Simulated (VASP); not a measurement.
# AgB2 in VASP: a series of runs, part 3 of 4

VASP 6.6.1. The steps go on from the part before.

### 5 Electric field gradients, PBEsol (volume scaled by 1.02)

The input, INCAR:

```
SYSTEM = AgB2
PREC = Accurate ; ENCUT = 520
EDIFF = 1E-8 ; ISMEAR = -1
SIGMA = 0.05 ; LREAL = .FALSE.
LASPH = .TRUE. ; NELM = 100
ALGO = Normal ; ISIF = 2
LWAVE = .FALSE. ; LCHARG = .FALSE.
GGA = PS ; LEFG = .TRUE.
NBANDS = 16
```

The input, KPOINTS:

```
regular mesh
0
G
  16 16 13
  0 0 0
```

The input, POSCAR:

```
AgB2
1.0
    3.0198697800      0.0000000000      0.0000000000
   -1.5099348901      2.6152839457      0.0000000000
    0.0000000000      0.0000000000      3.2614575790
Ag B
1 2
Direct
    0.0000000000      0.0000000000      0.0000000000
    0.3333333333      0.6666666667      0.5000000000
    0.6666666667      0.3333333333      0.5000000000
```

Potentials or basis: VASP PAW PBE potentials, release 64 (Ag, B).

On the command line:

```sh
$ cat potpaw_PBE.64/Ag/POTCAR potpaw_PBE.64/B/POTCAR > POTCAR
$ mpirun -np 1 vasp_std > vasp.out
```

OUTCAR:

```text
SYSTEM = AgB2
   PREC = Accurate
   ENCUT = 520
   EDIFF = 1E-8
   ISMEAR = -1
   LREAL = .FALSE.
   LASPH = .TRUE.
   NELM = 100
   ISIF = 2
   GGA = PS

 ion  position               nearest neighbor table
   1  0.000  0.000  0.000-   2 2.39   3 2.39   2 2.39   3 2.39   3 2.39   3 2.39   2 2.39   2 2.39
                             3 2.39   3 2.39   2 2.39   2 2.39
   2  0.333  0.667  0.500-   3 1.74   3 1.74   3 1.74   1 2.39   1 2.39   1 2.39   1 2.39   1 2.39
                             1 2.39
   3  0.667  0.333  0.500-   2 1.74   2 1.74   2 1.74   1 2.39   1 2.39   1 2.39   1 2.39   1 2.39
                             1 2.39

  LATTYP: Found a hexagonal cell.
 ALAT       =     3.0198697800
 C/A-ratio  =     1.0799994094

  Lattice vectors:

 A1 = (   3.0198697800,   0.0000000000,   0.0000000000)
 A2 = (  -1.5099348901,   2.6152839457,   0.0000000000)
 A3 = (   0.0000000000,   0.0000000000,   3.2614575790)

Analysis of symmetry for initial positions (statically):
=====================================================================
 Subroutine PRICEL returns:
 Original cell was already a primitive cell.

 Routine SETGRP: Setting up the symmetry group for a
 hexagonal supercell.

 Subroutine GETGRP returns: Found 24 space group operations
 (whereof 24 operations were pure point group operations)
 out of a pool of 24 trial point group operations.

The static configuration has the point symmetry D_6h.

Analysis of symmetry for dynamics (positions and initial velocities):
=====================================================================
 Subroutine PRICEL returns:
 Original cell was already a primitive cell.

 Routine SETGRP: Setting up the symmetry group for a
 hexagonal supercell.

 Subroutine GETGRP returns: Found 24 space group operations
 (whereof 24 operations were pure point group operations)
 out of a pool of 24 trial point group operations.

The dynamic configuration has the point symmetry D_6h.

 Subroutine INISYM returns: Found 24 space group operations
 (whereof 24 operations are pure point group operations),
 and found     1 'primitive' translations

----------------------------------------------------------------------------------------

                                     Primitive cell

  volume of cell :      25.7584

  direct lattice vectors                    reciprocal lattice vectors
     3.019869780  0.000000000  0.000000000     0.331140106  0.191183830  0.000000000
    -1.509934890  2.615283946  0.000000000     0.000000000  0.382367659  0.000000000
     0.000000000  0.000000000  3.261457579     0.000000000  0.000000000  0.306611377

  length of vectors
     3.019869780  3.019869780  3.261457579     0.382367659  0.382367659  0.306611377

  position of ions in fractional coordinates (direct lattice)
     0.000000000  0.000000000  0.000000000
     0.333333333  0.666666667  0.500000000
     0.666666667  0.333333333  0.500000000

  ion indices of the primitive-cell ions
   primitive index   ion index
                 1           1
                 2           2
                 3           3

[... 81 lines left out ...]
   PSTRESS=    0.0 pullay stress
   NELECT =      17.0000    total number of electrons
   NUPDOWN=      -1.0000    fix difference up-down
   EMIN   =  10.00;   EMAX   =-10.00  energy-range for DOS
   EFERMI =   0.00;   METHOD = LEGACY
   ISMEAR =    -1;   SIGMA  =   0.05  broadening in eV -4-tet -1-fermi 0-gaus
   EFERMI_NEDOS =   21; number of points for ismear=-14 and -15
   IALGO  =     38    algorithm
   IMIX   =      4    mixing-type and parameters
     AMIX     =   0.40;   BMIX     =  1.00
     AMIX_MAG =   1.60;   BMIX_MAG =  1.00
  volume/ion in A,a.u.               =       8.59        57.94
  Fermi-wavevector in a.u.,A,eV,Ry     =   1.425339  2.693500 27.641482  2.031592
  Thomas-Fermi vector in A             =   2.545734
   LORBIT       =      0    0 simple, 1 ext, 2 COOP (PROOUT), +10 PAW based schemes
   GGA     = PS    functional components
   LHFCALC =     F    Hartree Fock is set to
   AEXX    =    0.0000 exact exchange contribution
   IVDW    =     0    specifies the selected vdW correction
   LEPSILON=     F    determine dielectric tensor
   LRPA    =     F    only Hartree local field effects (RPA)
 non-spin polarized calculation
  energy-cutoff  :      520.00
  volume of cell :       25.76
 maximum number of plane-waves:       721
 NGX is ok and might be reduce to    24
   NGX = 11   NGY = 11   NGZ = 13

 number of electron      16.9999996 magnetization

 Free energy of the ion-electron system (eV)
  ---------------------------------------------------
  ext. energy  EPLUGINS =         0.00000000
  ---------------------------------------------------
  free energy    TOTEN  =       -14.95092299 eV

  energy without entropy =      -14.93905536  energy(sigma->0) =      -14.94498917

 E-fermi :  10.3498     XC(G=0): -13.3203

 val. band max:       10.3444362586   @ k =   0.1250   0.0000   0.3846
 cond. band min:      10.3589649216   @ k =   0.3125   0.0000   0.3846
 fundamental gap:      0.0145286630
 Fermi energy:        10.3497952998

 k-point     1 :       0.0000    0.0000    0.0000
  band No.  band energies     occupation
      1      -3.8872      2.00000
      2       3.3028      2.00000
      3       3.8205      2.00000
      4       3.8205      2.00000
      5       5.3329      2.00000
      6       5.3329      2.00000
[... 433 lines left out ...]
      3       3.3477      2.00000
      4       3.4902      2.00000
      5       4.7497      2.00000
      6       5.1527      2.00000
[... 8 lines left out ...]
     15      24.3048      0.00000
     16      25.5145      0.00000

 [... further k-points ...]
[... 5 lines left out ...]
  --------------------------------------------------------------------------------------
  -------------------------------------------------------------------------------------
  Total        4.7403440      4.7403440      9.7527310     -0.0000000     -0.0000000      0.0000000
  in kB      294.8503483    294.8503483    606.6218263     -0.0000000     -0.0000000      0.0000000
  external PRESSURE =     398.7741743 kB  Pullay stress =       0.0000000 kB

 VOLUME and BASIS-vectors are now :
 -----------------------------------------------------------------------------
  energy-cutoff  :      520.00
  volume of cell :       25.76
      direct lattice vectors                 reciprocal lattice vectors
     3.019869780  0.000000000  0.000000000     0.331140106  0.191183830  0.000000000
    -1.509934890  2.615283946  0.000000000     0.000000000  0.382367659  0.000000000
     0.000000000  0.000000000  3.261457579     0.000000000  0.000000000  0.306611377

 POSITION                                       TOTAL-FORCE (eV/Angst)
 -----------------------------------------------------------------------------------
      0.00000      0.00000      0.00000        -0.000000      0.000000      0.000000
     -0.00000      1.74352      1.63073         0.000000      0.000000      0.000000
      1.50993      0.87176      1.63073        -0.000000      0.000000     -0.000000
 -----------------------------------------------------------------------------------
    total drift:                               -0.000000      0.000000      0.000000

  FREE ENERGIE OF THE ION-ELECTRON SYSTEM (eV)
  ---------------------------------------------------
  free  energy   TOTEN  =       -14.9509229860 eV

  energy  without entropy=      -14.9390553569  energy(sigma->0) =      -14.94498917

 Electric field gradients (V/A^2)
---------------------------------------------------------------------
 ion       V_xx      V_yy      V_zz      V_xy      V_xz      V_yz
---------------------------------------------------------------------
   1      35.744    35.744   -71.487     0.000     0.000     0.000
   2     -14.632   -14.632    29.264    -0.000     0.000    -0.000
   3     -14.632   -14.632    29.264    -0.000     0.000     0.000
---------------------------------------------------------------------

 Electric field gradients after diagonalization (V/A^2)
 (convention: |V_zz| > |V_xx| > |V_yy|)
----------------------------------------------------------------------
 ion       V_xx      V_yy      V_zz     asymmetry (V_yy - V_xx)/ V_zz
----------------------------------------------------------------------
   1      35.744    35.743   -71.487       0.000
   2     -14.632   -14.632    29.264       0.000
   3     -14.632   -14.632    29.264       0.000
----------------------------------------------------------------------

           NMR quadrupolar parameters

 Cq : quadrupolar parameter    Cq=e*Q*V_zz/h
 eta: asymmetry parameters     (V_yy - V_xx)/ V_zz
 Q  : nuclear electric quadrupole moment in mb (millibarn)
----------------------------------------------------------------------
 ion       Cq(MHz)       eta       Q (mb)
----------------------------------------------------------------------
   1      -0.173       0.000       1.000
   2       0.071       0.000       1.000
   3       0.071       0.000       1.000
----------------------------------------------------------------------
```

stdout:

```text
POSCAR found type information on POSCAR AgB
 POSCAR found :  2 types and       3 ions
 scaLAPACK will be used
 -----------------------------------------------------------------------------
|                                                                             |
|                                                                             |
|     You enforced a specific xc type in the INCAR file but a different       |
|     I HOPE YOU KNOW WHAT YOU ARE DOING!                                     |
|                                                                             |
 -----------------------------------------------------------------------------

 LDA part: xc-table for (Slater+PW92), standard interpolation
 POSCAR, INCAR and KPOINTS ok, starting setup
 FFT: planning ... GRIDC
 FFT: planning ... GRID_SOFT
 FFT: planning ... GRID
 WAVECAR not read
 entering main loop
ion   1

ion   2

ion   3
```

Run time: 69 s. Hardware: 1 thread of Intel Xeon Platinum 8175M at 2.50GHz (Skylake/Cascade Lake), shared host; peak memory 0.21 GiB.

Results:

```
Free energy : -14.9509 eV
Pressure    : 39.9 GPa
```

Stress tensor (GPa, compression positive):
```
29.49  0.00  0.00
 0.00 29.49  0.00
 0.00  0.00 60.66
```

Levels at points of the mesh, in eV from the Fermi level:
| k point | band 6 | band 7 | band 8 | band 9 | band 10 | band 11 |
| --- | --- | --- | --- | --- | --- | --- |
| (0.00, 0.00, 0.00) | -5.02 | -3.20 | 1.07 | 1.07 | 5.51 | 5.52 |
| (0.50, 0.00, 0.00) | -4.49 | -3.29 | -3.27 | 2.88 | 4.22 | 6.02 |

Electric field gradients, principal values (V/Å²):
| atom | least | middle | greatest (by size) |
| --- | --- | --- | --- |
| 1 Ag | 35.743 | 35.744 | -71.487 |
| 2 B | -14.632 | -14.632 | 29.264 |
| 3 B | -14.632 | -14.632 | 29.264 |

Caveat: without QUAD_EFG the Cq values of the log hold for a quadrupole moment of 1 mb, not for the nuclei; the PAW data sets were made with another functional, which shifts forces and pressure a little.

(Continued in part 4 of 4.)
